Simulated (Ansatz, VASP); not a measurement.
# Ti: VASP beside Ansatz

```
Ti
1.0
    -1.64100    1.64100    1.64100
     1.64100   -1.64100    1.64100
     1.64100    1.64100   -1.64100
Ti
1
Direct
  0.00000 0.00000 0.00000
```

Alike in both runs: task single point; functional r2SCAN; k mesh 11 × 11 × 11; occupations fermi-dirac, width 0.05 eV; no spin polarisation.

```csv
,VASP,Ansatz
version,VASP 6.6.1,Ansatz 0.2.0
potentials or method,"VASP PAW PBE potentials, release 64 (Ti_sv)",Ansatz PAW
plane-wave cutoff (eV),520,500
valence electrons in the cell,12,12
```

|  | VASP | Ansatz | Ansatz less VASP |
| --- | --- | --- | --- |
| gap on the k mesh at the Fermi level (eV) | none | none | - |
| pressure (GPa) | -2.4 | -2.8 | -0.40 |

VASP's potentials were made for PBE, not for r2SCAN. A gap of «none» marks a metal or a gap that the smearing closes. With one functional, cell and mesh, what is left measures potentials, basis and numerics.
